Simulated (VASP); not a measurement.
# AlAs (F-43m) in VASP: further runs

Runs on AlAs. Level: PBE. Tasks: single point.

All numbers are computed with VASP 6.6.1; they aren't measurements. Logs are shortened: lines on timing, memory, paths and dates and some standing lists are left out, and cuts for length are marked.

**1. The cell of the first run**

The structure is cubic, space group F-43m (No. 216). The conventional cell has a = 5.678 Å, b = 5.678 Å, c = 5.678 Å, α = 90.00°, β = 90.00°, γ = 90.00°. Al (site symmetry -43m) has 4 As at 2.46 Å within 3.2 Å. As (site symmetry -43m) has 4 Al at 2.46 Å within 3.2 Å.

**2. Single point, PBE**

Contents of INCAR:

```
ALGO = Normal
EDIFF = 1E-6
ENCUT = 500
GGA = PE
GGA_COMPAT = False
ISIF = 2
ISMEAR = 0
LASPH = True
LCHARG = False
LREAL = False
LWAVE = False
NBANDS = 11
NELM = 120
PREC = Accurate
SIGMA = 0.01
```

Contents of KPOINTS:

```
k-points
0
Gamma
  6 6 6
```

Contents of POSCAR:

```
AlAs
1.0
    0.0000000000      2.8389248736      2.8389248736
    2.8389248736      0.0000000000      2.8389248736
    2.8389248736      2.8389248736      0.0000000000
Al As
1 1
Direct
    0.0000000000      0.0000000000      0.0000000000
    0.7500000000      0.7500000000      0.7500000000
```

Potentials or basis: VASP PAW PBE potentials, release 64 (Al, As).

On the command line:

```bash
cat potpaw_PBE.64/Al/POTCAR potpaw_PBE.64/As/POTCAR > POTCAR
mpirun -np 1 vasp_std > vasp.out
```

OUTCAR:

```text
EDIFF = 1E-6
   ENCUT = 500
   GGA = PE
   ISIF = 2
   ISMEAR = 0
   LASPH = True
   LREAL = False
   NELM = 120
   PREC = Accurate

 ion  position               nearest neighbor table
   1  0.000  0.000  0.000-   2 2.46   2 2.46   2 2.46   2 2.46
   2  0.750  0.750  0.750-   1 2.46   1 2.46   1 2.46   1 2.46

  LATTYP: Found a face centered cubic cell.
 ALAT       =     5.6778497472

  Lattice vectors:

 A1 = (   0.0000000000,   2.8389248736,   2.8389248736)
 A2 = (   2.8389248736,   0.0000000000,   2.8389248736)
 A3 = (   2.8389248736,   2.8389248736,   0.0000000000)

Analysis of symmetry for initial positions (statically):
=====================================================================
 Subroutine PRICEL returns:
 Original cell was already a primitive cell.

 Routine SETGRP: Setting up the symmetry group for a
 face centered cubic supercell.

 Subroutine GETGRP returns: Found 24 space group operations
 (whereof 24 operations were pure point group operations)
 out of a pool of 48 trial point group operations.

The static configuration has the point symmetry T_d .

Analysis of symmetry for dynamics (positions and initial velocities):
=====================================================================
 Subroutine PRICEL returns:
 Original cell was already a primitive cell.

 Routine SETGRP: Setting up the symmetry group for a
 face centered cubic supercell.

 Subroutine GETGRP returns: Found 24 space group operations
 (whereof 24 operations were pure point group operations)
 out of a pool of 48 trial point group operations.

The dynamic configuration has the point symmetry T_d .

 Subroutine INISYM returns: Found 24 space group operations
 (whereof 24 operations are pure point group operations),
 and found     1 'primitive' translations

----------------------------------------------------------------------------------------

                                     Primitive cell

  volume of cell :      45.7606

  direct lattice vectors                    reciprocal lattice vectors
     0.000000000  2.838924874  2.838924874    -0.176123012  0.176123012  0.176123012
     2.838924874  0.000000000  2.838924874     0.176123012 -0.176123012  0.176123012
     2.838924874  2.838924874  0.000000000     0.176123012  0.176123012 -0.176123012

  length of vectors
     4.014846059  4.014846059  4.014846059     0.305054005  0.305054005  0.305054005

  position of ions in fractional coordinates (direct lattice)
     0.000000000  0.000000000  0.000000000
     0.750000000  0.750000000  0.750000000

  ion indices of the primitive-cell ions
   primitive index   ion index
                 1           1
                 2           2

----------------------------------------------------------------------------------------

 KPOINTS: k-points

Automatic generation of k-mesh.
 Grid dimensions read from file:
 generate k-points for:    6    6    6

 Generating k-lattice:

  Cartesian coordinates                     Fractional coordinates (reciprocal lattice)
    -0.029353835  0.029353835  0.029353835     0.166666667  0.000000000  0.000000000
     0.029353835 -0.029353835  0.029353835     0.000000000  0.166666667  0.000000000
     0.029353835  0.029353835 -0.029353835     0.000000000  0.000000000  0.166666667

  Length of vectors
     0.050842334  0.050842334  0.050842334

  Shift w.r.t. Gamma in fractional coordinates (k-lattice)
     0.000000000  0.000000000  0.000000000

 Subroutine IBZKPT returns following result:
 ===========================================

 Found     16 irreducible k-points:

 Following reciprocal coordinates:
            Coordinates               Weight
  0.000000  0.000000  0.000000      1.000000
  0.166667  0.000000  0.000000      8.000000
  0.333333  0.000000  0.000000      8.000000
  0.500000  0.000000  0.000000      4.000000
  0.166667  0.166667  0.000000      6.000000
  0.333333  0.166667  0.000000     24.000000
[... 8 lines left out ...]
 -0.333333  0.333333  0.166667     24.000000
 -0.333333  0.500000  0.166667     12.000000
   k-points           NKPTS =     16   k-points in BZ     NKDIM =     16   number of bands    NBANDS=     11
   number of dos      NEDOS =    301   number of ions     NIONS =      2
   total plane-waves  NPLWV =  27000
   dimension x,y,z NGX =    30 NGY =   30 NGZ =   30
   dimension x,y,z NGXF=    60 NGYF=   60 NGZF=   60
   ions per type =               1   1
   NGX,Y,Z   is equivalent  to a cutoff of  12.42, 12.42, 12.42 a.u.
   NGXF,Y,Z  is equivalent  to a cutoff of  24.84, 24.84, 24.84 a.u.
 SYSTEM =  unknown system
   PREC   = accura    normal or accurate (medium, high low for compatibility)
   ISTART =      0    job   : 0-new  1-cont  2-samecut
   ICHARG =      2    charge: 1-file 2-atom 10-const
   ISPIN  =      1    spin polarized calculation?
   LNONCOLLINEAR =      F non collinear calculations
   LSORBIT =      F    spin-orbit coupling
   LASPH  =      T    aspherical Exc in radial PAW
   ENCUT  =  500.0 eV  36.75 Ry    6.06 a.u.   7.32  7.32  7.32*2*pi/ulx,y,z
   NELM   =    120;   NELMIN=  2; NELMDL= -5     # of ELM steps
   EDIFF  = 0.1E-05   stopping-criterion for ELM
   LREAL  =      F    real-space projection
   EDIFFG = 0.1E-04   stopping-criterion for IOM
   NSW    =      0    number of steps for IOM
   IBRION =     -1    ionic relax: 0-MD 1-quasi-New 2-CG
   NFREE  =      0    steps in history (QN), initial steepest desc. (CG)
   ISIF   =      2    stress and relaxation
   ISYM   =      2    0-nonsym 1-usesym 2-fastsym
   POTIM  = 0.5000    time-step for ionic-motion
   TEBEG  =    0.0;   TEEND  =   0.0 temperature during run
   PSTRESS=    0.0 pullay stress
   NELECT =       8.0000    total number of electrons
   NUPDOWN=      -1.0000    fix difference up-down
   EMIN   =  10.00;   EMAX   =-10.00  energy-range for DOS
   EFERMI =   0.00;   METHOD = LEGACY
   ISMEAR =     0;   SIGMA  =   0.01  broadening in eV -4-tet -1-fermi 0-gaus
   EFERMI_NEDOS =   21; number of points for ismear=-14 and -15
   IALGO  =     38    algorithm
   IMIX   =      4    mixing-type and parameters
     AMIX     =   0.40;   BMIX     =  1.00
     AMIX_MAG =   1.60;   BMIX_MAG =  1.00
  volume/ion in A,a.u.               =      22.88       154.40
  Fermi-wavevector in a.u.,A,eV,Ry     =   0.915393  1.729842 11.400925  0.837944
  Thomas-Fermi vector in A             =   2.040129
   LORBIT       =      0    0 simple, 1 ext, 2 COOP (PROOUT), +10 PAW based schemes
   GGA     = PE    functional components
   LHFCALC =     F    Hartree Fock is set to
   AEXX    =    0.0000 exact exchange contribution
   IVDW    =     0    specifies the selected vdW correction
   LEPSILON=     F    determine dielectric tensor
   LRPA    =     F    only Hartree local field effects (RPA)
 non-spin polarized calculation
 Gauss-broadening in eV      SIGMA  =   0.01
  energy-cutoff  :      500.00
  volume of cell :       45.76
 maximum number of plane-waves:      1211
 NGX is ok and might be reduce to    30
   NGX = 15   NGY = 15   NGZ = 15

 number of electron       7.9999999 magnetization

 Free energy of the ion-electron system (eV)
  ---------------------------------------------------
  ext. energy  EPLUGINS =         0.00000000
  ---------------------------------------------------
  free energy    TOTEN  =        -9.36914590 eV

  energy without entropy =       -9.36914590  energy(sigma->0) =       -9.36914590

 E-fermi :   3.9197     XC(G=0):  -9.0039

 val. band max:        3.8182396640   @ k =   0.0000   0.0000   0.0000
 cond. band min:       5.2653020509   @ k =   0.5000   0.5000   0.0000
 fundamental gap:      1.4470623870
 Fermi energy:         3.9196631365

 k-point     1 :       0.0000    0.0000    0.0000
  band No.  band energies     occupation
      1      -7.9962      2.00000
      2       3.8182      2.00000
      3       3.8182      2.00000
      4       3.8182      2.00000
      5       5.8067      0.00000
      6       8.0863      0.00000
      7       8.0863      0.00000
      8       8.0863      0.00000
      9      12.6382      0.00000
     10      12.8086      0.00000
     11      12.8086      0.00000

 k-point     2 :       0.1667    0.0000    0.0000
  band No.  band energies     occupation
      1      -7.7310      2.00000
      2       1.7271      2.00000
      3       3.5571      2.00000
      4       3.5571      2.00000
      5       6.5970      0.00000
      6       8.5198      0.00000
      7       8.5198      0.00000
      8       8.9720      0.00000
      9      12.0344      0.00000
     10      12.0344      0.00000
     11      13.5202      0.00000

 k-point     3 :       0.3333    0.0000    0.0000
  band No.  band energies     occupation
      1      -7.0606      2.00000
      2      -0.6489      2.00000
      3       3.1593      2.00000
      4       3.1593      2.00000
      5       6.1508      0.00000
      6       8.6647      0.00000
      7       8.6647      0.00000
      8      11.2764      0.00000
      9      12.8345      0.00000
     10      12.8345      0.00000
     11      13.1422      0.00000

 k-point     4 :       0.5000    0.0000    0.0000
  band No.  band energies     occupation
      1      -6.5950      2.00000
      2      -1.7162      2.00000
      3       2.9986      2.00000
      4       2.9986      2.00000
      5       5.9256      0.00000
      6       8.4881      0.00000
      7       8.4881      0.00000
      8      11.5497      0.00000
      9      14.9391      0.00000
     10      15.3346      0.00000
     11      15.3346      0.00000
[... 127 lines left out ...]
 k-point    14 :       0.5000    0.3333    0.1667
  band No.  band energies     occupation
      1      -6.5418      2.00000
      2      -0.8015      2.00000
      3       1.1224      2.00000
      4       2.1857      2.00000
      5       7.4783      0.00000
      6       8.3339      0.00000
      7       8.9550      0.00000
      8      11.6951      0.00000
      9      13.0365      0.00000
     10      14.4680      0.00000
     11      16.7676      0.00000

 k-point    15 :      -0.3333    0.3333    0.1667
  band No.  band energies     occupation
      1      -6.1873      2.00000
      2      -1.2804      2.00000
      3       0.6743      2.00000
      4       1.8104      2.00000
      5       7.7407      0.00000
      6       8.3814      0.00000
      7      10.4861      0.00000
      8      11.1967      0.00000
      9      12.1232      0.00000
     10      15.2490      0.00000
     11      16.5228      0.00000

 k-point    16 :      -0.3333    0.5000    0.1667
  band No.  band energies     occupation
      1      -6.0289      2.00000
      2      -1.3525      2.00000
      3       0.9110      2.00000
      4       1.1551      2.00000
      5       6.9874      0.00000
      6       7.9128      0.00000
      7      10.9033      0.00000
      8      11.5990      0.00000
      9      14.3482      0.00000
     10      16.0435      0.00000
     11      16.3246      0.00000

------------------------ aborting loop because EDIFF is reached ----------------------------------------

  FORCE on cell =-STRESS in cart. coord.  units (eV):
  Direction    XX          YY          ZZ          XY          YZ          ZX
  --------------------------------------------------------------------------------------
  -------------------------------------------------------------------------------------
  Total        0.5964637      0.5964637      0.5964637     -0.0000000     -0.0000000      0.0000000
  in kB       20.8834809     20.8834809     20.8834809     -0.0000000     -0.0000000      0.0000000
  external PRESSURE =      20.8834809 kB  Pullay stress =       0.0000000 kB

 VOLUME and BASIS-vectors are now :
 -----------------------------------------------------------------------------
  energy-cutoff  :      500.00
  volume of cell :       45.76
      direct lattice vectors                 reciprocal lattice vectors
     0.000000000  2.838924874  2.838924874    -0.176123012  0.176123012  0.176123012
     2.838924874  0.000000000  2.838924874     0.176123012 -0.176123012  0.176123012
     2.838924874  2.838924874  0.000000000     0.176123012  0.176123012 -0.176123012

 POSITION                                       TOTAL-FORCE (eV/Angst)
 -----------------------------------------------------------------------------------
      0.00000      0.00000      0.00000         0.000000      0.000000     -0.000000
      4.25839      4.25839      4.25839        -0.000000     -0.000000      0.000000
 -----------------------------------------------------------------------------------
    total drift:                                0.000000      0.000000      0.000000

  FREE ENERGIE OF THE ION-ELECTRON SYSTEM (eV)
  ---------------------------------------------------
  free  energy   TOTEN  =        -9.3691458963 eV

  energy  without entropy=       -9.3691458963  energy(sigma->0) =       -9.36914590
```

Run time: 15 s. Hardware: 1 thread of Intel Xeon 8259CL, shared host; peak memory 0.16 GiB.

Results:

| Quantity | Value |
| --- | --- |
| Free energy | -9.3691 eV |
| Pressure | 2.1 GPa |
| Band gap on the k mesh | 1.45 eV (least direct gap 1.99 eV) |

A k mesh can miss the band edges.

**3. Single point, PBE**

Contents of INCAR:

```
SYSTEM = AlAs
PREC = Accurate
ENCUT = 500
EDIFF = 1E-6
ISMEAR = 0
SIGMA = 0.01
LREAL = .FALSE.
LASPH = .TRUE.
NELM = 120
ALGO = Normal
ISIF = 2
LWAVE = .FALSE.
LCHARG = .TRUE.
GGA = PE
LELF = .TRUE.
LVHAR = .TRUE.
NBANDS = 11
GGA_COMPAT = .FALSE.
```

Contents of KPOINTS:

```
regular mesh
0
G
  6 6 6
  0 0 0
```

POSCAR is that of step 2.

Potentials or basis: VASP PAW PBE potentials, release 64 (Al, As).

On the command line:

```bash
cat potpaw_PBE.64/Al/POTCAR potpaw_PBE.64/As/POTCAR > POTCAR
mpirun -np 1 vasp_std > vasp.out
```

Run time: 16 s. Hardware: 1 thread of Intel Xeon 8259CL, shared host; peak memory 0.16 GiB.

It converged, with:

```
Free energy            : -9.3691 eV
Pressure               : 2.1 GPa
Band gap on the k mesh : 1.45 eV (least direct gap 1.99 eV)
```

Levels at points of the mesh, in eV from the valence-band top:
```
           k point  band 1  band 2  band 3  band 4  band 5  band 6  band 7  band 8  band 9
(0.00, 0.00, 0.00)  -11.81    0.00    0.00    0.00    1.99    4.27    4.27    4.27    8.82
(0.50, 0.00, 0.00)  -10.41   -5.53   -0.82   -0.82    2.11    4.67    4.67    7.73   11.12
(0.50, 0.50, 0.00)   -9.87   -5.40   -2.16   -2.16    1.45    2.29   10.26   10.26   11.68
```

**4. Single point, PBE**

Contents of INCAR:

```
SYSTEM = AlAs
  PREC = Accurate
  ENCUT = 500
  EDIFF = 1E-6
  ISMEAR = 0
  SIGMA = 0.01
  LREAL = .False.
  LASPH = .True.
  NELM = 120
  ALGO = Normal
  ISIF = 2
  LWAVE = .False.
  LCHARG = .True.
  GGA = PE
  LELF = .True.
  LVHAR = .True.
  NBANDS = 11
  GGA_COMPAT = .False.
```

Contents of KPOINTS:

```
regular mesh
0
Gamma
  8 8 8
  0 0 0
```

POSCAR is that of step 3.

On the command line:

```bash
cat potpaw_PBE.64/Al/POTCAR potpaw_PBE.64/As/POTCAR > POTCAR
mpirun -np 1 vasp_std > vasp.out
```

Run time: 26 s. Hardware: 1 thread of Intel Xeon 8259CL, shared host; peak memory 0.17 GiB.

The run converged. Its results:

```
Free energy            : -9.3796 eV
Pressure               : 2.1 GPa
Band gap on the k mesh : 1.45 eV (least direct gap 1.99 eV)
```

Levels at points of the mesh, in eV from the valence-band top:
| k point | band 2 | band 3 | band 4 | band 5 | band 6 | band 7 |
| --- | --- | --- | --- | --- | --- | --- |
| (0.00, 0.00, 0.00) | 0.00 | 0.00 | 0.00 | 1.99 | 4.27 | 4.27 |
| (0.50, 0.00, 0.00) | -5.53 | -0.82 | -0.82 | 2.11 | 4.67 | 4.67 |
| (0.50, 0.50, 0.00) | -5.40 | -2.15 | -2.15 | 1.45 | 2.29 | 10.27 |

A k mesh can miss the band edges.
